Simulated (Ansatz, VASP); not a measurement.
This is a calculation of Cu for VASP 6.6.1.

The input INCAR:

```
PREC     = Accurate       # precision mode
ENCUT    = 600            # plane-wave cutoff, eV
EDIFF    = 1E-6           # SCF threshold, eV
ISMEAR   = -1             # smearing method
SIGMA    = 0.05           # smearing width, eV
LREAL    = F              # projectors in reciprocal space
LASPH    = T              # aspherical terms in the spheres
NELM     = 120            # most SCF steps
ALGO     = Normal         # electronic algorithm
ISIF     = 2              # what is computed and relaxed
LWAVE    = F              # write WAVECAR
LCHARG   = F              # write CHGCAR
GGA      = PS             # functional
IVDW     = 12             # dispersion correction
NBANDS   = 12             # bands
GGA_COMPAT= F
```

File KPOINTS:

```
Automatic mesh
0
Gamma
  13 13 13
```

POSCAR

```
Cu
1.0
    0.0000000000      1.7706018915      1.7706018915
    1.7706018915      0.0000000000      1.7706018915
    1.7706018915      1.7706018915      0.0000000000
Cu
1
Direct
    0.0000000000      0.0000000000      0.0000000000
```

Potentials or basis: VASP PAW PBE potentials, release 64 (Cu).

The run is started by

```sh
$ cat potpaw_PBE.64/Cu/POTCAR > POTCAR
$ mpirun -np 1 vasp_std > vasp.out
```

Problem. Set up the same calculation for Ansatz 0.2.0. Potentials there: Ansatz PAW.

Solution. As run (the cutoff follows the program's own potentials):

File input.yaml:

```yaml
crystal:
  lattice:
    - [0.0, 1.7706018915, 1.7706018915]
    - [1.7706018915, 0.0, 1.7706018915]
    - [1.7706018915, 1.7706018915, 0.0]
  atoms:
    - { symbol: Cu, position: [0.0, 0.0, 0.0] }
hamiltonian:
  xc: pbesol
  pseudopotentials: { kind: paw }
  dispersion: d3bj
kpoints:
  mp_grid: { grid: [13, 13, 13] }
scf:
  occupations: { method: fermi_dirac, width: 0.05 }
output:
  forces: true
  stress: true
  eigenvalues: true
```

Potentials or basis: Ansatz PAW.

Launch:

```bash
$ ansatz run input.yaml --threads 2 --pin off --max-ram 5120MiB --backend cpu --events-out ev --progress --plain --runs-dir out
```

Both were run:

|  | VASP | Ansatz | Ansatz less VASP |
| --- | --- | --- | --- |
| gap on the k mesh at the Fermi level (eV) | none | none | - |
| pressure (GPa) | -4.1 | -4.9 | -0.80 |

VASP's potentials were made for PBE, not for PBEsol. A gap of «none» marks a metal or a gap that the smearing closes. VASP's potentials hold 11 valence electrons a cell and Ansatz's 19, so a difference there can come from the potentials and not from the codes.
